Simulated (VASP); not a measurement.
# In (I4_1/amd) in VASP: relaxation of shape and atoms at fixed volume with PBE

Aim: the relaxation of shape and atoms at fixed volume of In with PBE.

Everything below comes from runs of VASP 6.6.1. Logs are shortened: lines on timing, memory, paths and dates and some standing lists are left out, and cuts for length are marked.

## (1) The cell of the first run

It takes space group I4_1/amd (No. 141, tetragonal). The conventional cell has a = 5.756 Å, b = 5.756 Å, c = 3.056 Å, α = 90.00°, β = 90.00°, γ = 90.00°. Within 3.9 Å of In (site symmetry -4m2) lie 10 In at 2.98 to 3.68 Å.

## (2) Relaxation of shape and atoms at fixed volume, PBE

INCAR

```
SYSTEM = In
PREC = Accurate
ENCUT = 600
EDIFF = 1E-6
ISMEAR = -1
SIGMA = 0.05
LREAL = .False.
LASPH = .True.
NELM = 80
ALGO = Normal
ISIF = 4
LWAVE = .False.
LCHARG = .False.
GGA = PE
IBRION = 2
NSW = 50
EDIFFG = -0.005
```

KPOINTS

```
Automatic mesh
0
Gamma
  13 13 13
  0 0 0
```

POSCAR

```
In
1.0
   -2.8779856425      2.8779856425      1.5280614248
    2.8779856425     -2.8779856425      1.5280614248
    2.8779856425      2.8779856425     -1.5280614248
In
2
Direct
   -0.3750000000     -0.1250000000     -0.2500000000
    0.3750000000      0.1250000000      0.2500000000
```

Potentials or basis: VASP PAW PBE potentials, release 64 (In_d).

Command:

```
cat potpaw_PBE.64/In_d/POTCAR > POTCAR
mpirun -np 1 vasp_std > vasp.out
```

OUTCAR:

```text
SYSTEM = In
   PREC = Accurate
   ENCUT = 600
   EDIFF = 1E-6
   ISMEAR = -1
   LREAL = .False.
   LASPH = .True.
   NELM = 80
   ISIF = 4
   GGA = PE
   IBRION = 2
   NSW = 50
   EDIFFG = -0.005

 ion  position               nearest neighbor table
   1  0.625  0.875  0.750-   2 2.98   2 2.98   2 2.98   2 2.98   2 3.68   2 3.68   2 3.68   2 3.68

   2  0.375  0.125  0.250-   1 2.98   1 2.98   1 2.98   1 2.98   1 3.68   1 3.68   1 3.68   1 3.68

  LATTYP: Found a body centered tetragonal cell.
 ALAT       =     5.7559712850
 C/A-ratio  =     0.5309482446

  Lattice vectors:

 A1 = (  -2.8779856425,   2.8779856425,   1.5280614248)
 A2 = (   2.8779856425,  -2.8779856425,   1.5280614248)
 A3 = (   2.8779856425,   2.8779856425,  -1.5280614248)

Analysis of symmetry for initial positions (statically):
=====================================================================
 Subroutine PRICEL returns:
 Original cell was already a primitive cell.

 Routine SETGRP: Setting up the symmetry group for a
 body centered tetragonal supercell.

 Subroutine GETGRP returns: Found 16 space group operations
 (whereof  4 operations were pure point group operations)
 out of a pool of 16 trial point group operations.

The static configuration has the point symmetry C_2h.
 The point group associated with its full space group is D_4h.

Analysis of symmetry for dynamics (positions and initial velocities):
=====================================================================
 Subroutine PRICEL returns:
 Original cell was already a primitive cell.

 Routine SETGRP: Setting up the symmetry group for a
 body centered tetragonal supercell.

 Subroutine GETGRP returns: Found 16 space group operations
 (whereof  4 operations were pure point group operations)
 out of a pool of 16 trial point group operations.

The dynamic configuration has the point symmetry C_2h.
 The point group associated with its full space group is D_4h.

 Subroutine INISYM returns: Found 16 space group operations
 (whereof  4 operations are pure point group operations),
 and found     1 'primitive' translations

----------------------------------------------------------------------------------------

                                     Primitive cell

  volume of cell :      50.6265

  direct lattice vectors                    reciprocal lattice vectors
    -2.877985643  2.877985643  1.528061425     0.000000000  0.173732625  0.327211977
     2.877985643 -2.877985643  1.528061425     0.173732625  0.000000000  0.327211977
     2.877985643  2.877985643 -1.528061425     0.173732625  0.173732625  0.000000000

  length of vectors
     4.347479090  4.347479090  4.347479090     0.370473620  0.370473620  0.245695034

  position of ions in fractional coordinates (direct lattice)
     0.625000000  0.875000000  0.750000000
     0.375000000  0.125000000  0.250000000

  ion indices of the primitive-cell ions
   primitive index   ion index
                 1           1
                 2           2

----------------------------------------------------------------------------------------

 KPOINTS: Automatic mesh

Automatic generation of k-mesh.
 Grid dimensions read from file:
 generate k-points for:   13   13   13

 Generating k-lattice:

  Cartesian coordinates                     Fractional coordinates (reciprocal lattice)
     0.000000000  0.013364048  0.025170152     0.076923077  0.000000000  0.000000000
     0.013364048  0.000000000  0.025170152     0.000000000  0.076923077  0.000000000
     0.013364048  0.013364048  0.000000000     0.000000000  0.000000000  0.076923077

  Length of vectors
     0.028497971  0.028497971  0.018899618

  Shift w.r.t. Gamma in fractional coordinates (k-lattice)
     0.000000000  0.000000000  0.000000000

 Subroutine IBZKPT returns following result:
 ===========================================

 Found    196 irreducible k-points:

 Following reciprocal coordinates:
            Coordinates               Weight
  0.000000  0.000000  0.000000      1.000000
  0.076923  0.000000  0.000000      8.000000
  0.153846 -0.000000  0.000000      8.000000
  0.230769  0.000000  0.000000      8.000000
  0.307692 -0.000000  0.000000      8.000000
  0.384615 -0.000000  0.000000      8.000000
[... 16 lines left out ...]
  0.384615  0.153846  0.000000     16.000000
  0.461538  0.153846  0.000000     16.000000
 [... further k-points ...]
   k-points           NKPTS =    196   k-points in BZ     NKDIM =    196   number of bands    NBANDS=     17
   number of dos      NEDOS =    301   number of ions     NIONS =      2
   total plane-waves  NPLWV =  46656
   dimension x,y,z NGX =    36 NGY =   36 NGZ =   36
   dimension x,y,z NGXF=    72 NGYF=   72 NGZF=   72
   ions per type =               2
   NGX,Y,Z   is equivalent  to a cutoff of  13.77, 13.77, 13.77 a.u.
   NGXF,Y,Z  is equivalent  to a cutoff of  27.53, 27.53, 27.53 a.u.
 SYSTEM =  In
   PREC   = accura    normal or accurate (medium, high low for compatibility)
   ISTART =      0    job   : 0-new  1-cont  2-samecut
   ICHARG =      2    charge: 1-file 2-atom 10-const
   ISPIN  =      1    spin polarized calculation?
   LNONCOLLINEAR =      F non collinear calculations
   LSORBIT =      F    spin-orbit coupling
   LASPH  =      T    aspherical Exc in radial PAW
   ENCUT  =  600.0 eV  44.10 Ry    6.64 a.u.   8.68  8.68  8.68*2*pi/ulx,y,z
   NELM   =     80;   NELMIN=  2; NELMDL= -5     # of ELM steps
   EDIFF  = 0.1E-05   stopping-criterion for ELM
   LREAL  =      F    real-space projection
   EDIFFG = -.5E-02   stopping-criterion for IOM
   NSW    =     50    number of steps for IOM
   IBRION =      2    ionic relax: 0-MD 1-quasi-New 2-CG
   NFREE  =      1    steps in history (QN), initial steepest desc. (CG)
   ISIF   =      4    stress and relaxation
   ISYM   =      2    0-nonsym 1-usesym 2-fastsym
   POTIM  = 0.5000    time-step for ionic-motion
   TEBEG  =    0.0;   TEEND  =   0.0 temperature during run
   PSTRESS=    0.0 pullay stress
   NELECT =      26.0000    total number of electrons
   NUPDOWN=      -1.0000    fix difference up-down
   EMIN   =  10.00;   EMAX   =-10.00  energy-range for DOS
   EFERMI =   0.00;   METHOD = LEGACY
   ISMEAR =    -1;   SIGMA  =   0.05  broadening in eV -4-tet -1-fermi 0-gaus
   EFERMI_NEDOS =   21; number of points for ismear=-14 and -15
   IALGO  =     38    algorithm
   IMIX   =      4    mixing-type and parameters
     AMIX     =   0.40;   BMIX     =  1.00
     AMIX_MAG =   1.60;   BMIX_MAG =  1.00
  volume/ion in A,a.u.               =      25.31       170.82
  Fermi-wavevector in a.u.,A,eV,Ry     =   1.311012  2.477453 23.385039  1.718752
  Thomas-Fermi vector in A             =   2.441503
   LORBIT       =      0    0 simple, 1 ext, 2 COOP (PROOUT), +10 PAW based schemes
   GGA     = PE    functional components
   LHFCALC =     F    Hartree Fock is set to
   AEXX    =    0.0000 exact exchange contribution
   IVDW    =     0    specifies the selected vdW correction
   LEPSILON=     F    determine dielectric tensor
   LRPA    =     F    only Hartree local field effects (RPA)
 conjugate gradient relaxation of ions
 non-spin polarized calculation
  energy-cutoff  :      600.00
  volume of cell :       50.63
 maximum number of plane-waves:      1714
   NGX = 17   NGY = 17   NGZ = 17

--------------------------------------- Ionic step        1  -------------------------------------------

 number of electron      26.0000002 magnetization

 Free energy of the ion-electron system (eV)
  ---------------------------------------------------
  ext. energy  EPLUGINS =         0.00000000
  ---------------------------------------------------
  free energy    TOTEN  =        -4.88646154 eV

  energy without entropy =       -4.87837752  energy(sigma->0) =       -4.88241953

------------------------ aborting loop because EDIFF is reached ----------------------------------------

  FORCE on cell =-STRESS in cart. coord.  units (eV):
  Direction    XX          YY          ZZ          XY          YZ          ZX
  --------------------------------------------------------------------------------------
  -------------------------------------------------------------------------------------
  Total        1.8614192      1.8614192      1.7321448     -0.0000000      0.0000000      0.0000000
  in kB       58.9083307     58.9083307     54.8171848     -0.0000000      0.0000000      0.0000000
  external PRESSURE =      57.5446154 kB  Pullay stress =       0.0000000 kB
[... 57 lines left out ...]
  energy  without entropy=       -4.8788807529  energy(sigma->0) =       -4.88276963

--------------------------------------- Ionic step        3  -------------------------------------------

 number of electron      25.9999999 magnetization

 Free energy of the ion-electron system (eV)
  ---------------------------------------------------
  ext. energy  EPLUGINS =         0.00000000
  ---------------------------------------------------
  free energy    TOTEN  =        -4.88670529 eV

  energy without entropy =       -4.87914445  energy(sigma->0) =       -4.88292487

 E-fermi :   7.7768     XC(G=0): -10.3656

 val. band max:        7.7526145400   @ k =  -0.2308  -0.3077   0.2308
 cond. band min:       7.7800604949   @ k =   0.3846   0.2308   0.1538
 fundamental gap:      0.0274459549
 Fermi energy:         7.7768045614

 k-point     1 :       0.0000    0.0000    0.0000
  band No.  band energies     occupation
      1      -7.2878      2.00000
      2      -7.1510      2.00000
      3      -7.1109      2.00000
      4      -7.0919      2.00000
      5      -6.6521      2.00000
      6      -6.6521      2.00000
[... 9 lines left out ...]
     16      16.1986      0.00000
     17      16.1986      0.00000
[... 443 lines left out ...]
      1      -7.1402      2.00000
      2      -7.0117      2.00000
      3      -6.9915      2.00000
      4      -6.8916      2.00000
      5      -6.8216      2.00000
      6      -6.7825      2.00000
[... 9 lines left out ...]
     16      11.8143      0.00000
     17      13.5912      0.00000

 [... further k-points ...]
[... 5 lines left out ...]
  --------------------------------------------------------------------------------------
  -------------------------------------------------------------------------------------
  Total        1.8214260      1.8214260      1.8248637      0.0000000     -0.0000000      0.0000000
  in kB       57.6426667     57.6426667     57.7514599      0.0000000     -0.0000000      0.0000000
  external PRESSURE =      57.6789311 kB  Pullay stress =       0.0000000 kB
[... 17 lines left out ...]
  FREE ENERGIE OF THE ION-ELECTRON SYSTEM (eV)
  ---------------------------------------------------
  free  energy   TOTEN  =        -4.8867052867 eV

  energy  without entropy=       -4.8791444520  energy(sigma->0) =       -4.88292487

 reached required accuracy - stopping structural energy minimisation
```

Wall time 12 min (1 thread of Oxide Virtual Turin-like, shared host); peak memory 0.29 GiB.

What came out:

```
Free energy               : -4.8867 eV
Energy gained by relaxing : 0.1 meV/atom
Ionic steps               : 3
Pressure after relaxing   : 5.8 GPa
Band gap on the k mesh    : zero (bands 13 and 14 overlap by 6.04 eV)
```

The path:
```
step  energy change (eV)  largest force (eV/Å)  pressure (GPa)  volume (Å³)
   1              0.0000                0.0000            5.75        50.63
   2             -0.0002                0.0000            5.77        50.63
   3             -0.0002                0.0000            5.77        50.63
```

Final structure:
```xyz
2
Lattice="-2.8833 2.8833 1.5224 2.8833 -2.8833 1.5224 2.8833 2.8833 -1.5224" Properties=species:S:1:pos:R:3 pbc="T T T"
In    2.8833    1.4417    1.1418
In    0.0000    1.4417    0.3806
```

Levels at points of the mesh, in eV from the Fermi level:
| k point | band 11 | band 12 | band 13 | band 14 | band 15 | band 16 |
| --- | --- | --- | --- | --- | --- | --- |
| (0.00, 0.00, 0.00) | -9.76 | -0.68 | -0.52 | -0.52 | 4.08 | 8.42 |

Caveat: spin-orbit coupling is left out, which moves the levels of the heavy elements.

The gap in the log of VASP goes by the Fermi energy; the results here count the filled bands.